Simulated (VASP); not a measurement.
A run of VASP 6.6.1 is set up as follows.

File POSCAR:

```
Cd2P3
1.0
    3.9588651262      0.0000000000      0.0000000000
   -1.9794325631      3.4284777695      0.0000000000
    0.0000000000      0.0000000000      8.3625138693
Cd P
2 3
Direct
    0.3333333333      0.6666666667      0.1579104296
    0.6666666667      0.3333333333      0.8420895704
    0.0000000000      0.0000000000      0.0000000000
    0.3333333333      0.6666666667      0.4637194208
    0.6666666667      0.3333333333      0.5362805792
```

File INCAR.step1:

```
SYSTEM = Cd2P3
ALGO     = Normal         ! electronic algorithm
EDIFF    = 1E-4           ! SCF threshold, eV
ENCUT    = 520            ! plane-wave cutoff, eV
GGA      = PE             ! functional
ISMEAR   = 0              ! smearing method
LASPH    = .TRUE.         ! aspherical terms in the spheres
LCHARG   = .FALSE.        ! write CHGCAR
LREAL    = .FALSE.        ! projectors in reciprocal space
LWAVE    = .TRUE.         ! write WAVECAR
NBANDS   = 28             ! bands
NELM     = 80             ! most SCF steps
PREC     = Accurate       ! precision mode
SIGMA    = 0.1            ! smearing width, eV
```

INCAR.step2

```
SYSTEM = Cd2P3
ALGO     = Normal         ! electronic algorithm
EDIFF    = 1E-6           ! SCF threshold, eV
ENCUT    = 520            ! plane-wave cutoff, eV
ISIF     = 2              ! what is computed and relaxed
ISMEAR   = 0              ! smearing method
ISTART   = 1            
LASPH    = .TRUE.         ! aspherical terms in the spheres
LCHARG   = .FALSE.        ! write CHGCAR
LMIXTAU  = .TRUE.       
LREAL    = .FALSE.        ! projectors in reciprocal space
LWAVE    = .FALSE.        ! write WAVECAR
METAGGA  = R2SCAN         ! meta-GGA
NBANDS   = 28             ! bands
NELM     = 80             ! most SCF steps
PREC     = Accurate       ! precision mode
SIGMA    = 0.1            ! smearing width, eV
```

File KPOINTS:

```
k-points
0
G
  12 12 6
  0 0 0
```

Potentials or basis: VASP PAW PBE potentials, release 64 (Cd, P).

The run is started by

```sh
$ cat potpaw_PBE.64/Cd/POTCAR potpaw_PBE.64/P/POTCAR > POTCAR
$ cp INCAR.step1 INCAR
$ mpirun -np 1 vasp_std > vasp.out
$ cp INCAR.step2 INCAR
$ mpirun -np 1 vasp_std > vasp.out
```

Q: Estimate the band gap on the k mesh.

A: Zero (an odd number of electrons rules out a gap without spin polarisation).

Q: Predict the largest force.

A: 0.023 eV/Å.

Forces on the atoms (eV/Å):
```
Cd   0.000  0.000  0.018
Cd   0.000  0.000 -0.018
P    0.000  0.000  0.000
P    0.000  0.000  0.023
P    0.000  0.000 -0.023
```

Caveat: the PAW data sets were made with another functional, which shifts forces and pressure a little.
